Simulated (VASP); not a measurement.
A run of VASP 6.6.1 is set up as follows.

Contents of INCAR:

```
PREC = Accurate ; ENCUT = 520
EDIFF = 1E-6 ; ISMEAR = 0
SIGMA = 0.1 ; LREAL = F
LASPH = T ; NELM = 150
ALGO = Normal ; ISIF = 2
LWAVE = F ; LCHARG = F
ISPIN = 2 ; MAGMOM = 1.56 0 0 0 0
LORBIT = 11 ; LMAXMIX = 4
GGA = PE ; NBANDS = 20
```

The input KPOINTS:

```
Automatic mesh
0
Gamma
  18 18 6
```

The input POSCAR:

```
MnH4
1.0
    2.4275941887      0.0000000000      0.0000000000
   -1.2137970944      2.1023582375      0.0000000000
    0.0000000000      0.0000000000      8.6841000947
Mn H
1 4
Direct
    0.0000000000      0.0000000000      0.0000000000
    0.3333333333      0.6666666667      0.8808841188
    0.3333333333      0.6666666667      0.4999588330
    0.6666666667      0.3333333333      0.1191158812
    0.6666666667      0.3333333333      0.5000411670
```

Potentials or basis: VASP PAW PBE potentials, release 64 (Mn_pv, H).

Launch:

```console
$ cat potpaw_PBE.64/Mn_pv/POTCAR potpaw_PBE.64/H/POTCAR > POTCAR
$ mpirun -np 1 vasp_std > vasp.out
```

What does it give for the pressure?

0.0 GPa.

Estimate the net moment.

1.74 μB per cell.

Predict the site moments.

Mn +1.76; H -0.02, -0.00 (each value once) μB.

Forces in eV/Å, atoms in the order of the input:
```
Mn   0.000  0.000  0.000
H    0.000  0.000 -0.012
H    0.000  0.000  0.002
H    0.000  0.000  0.012
H    0.000  0.000 -0.002
```
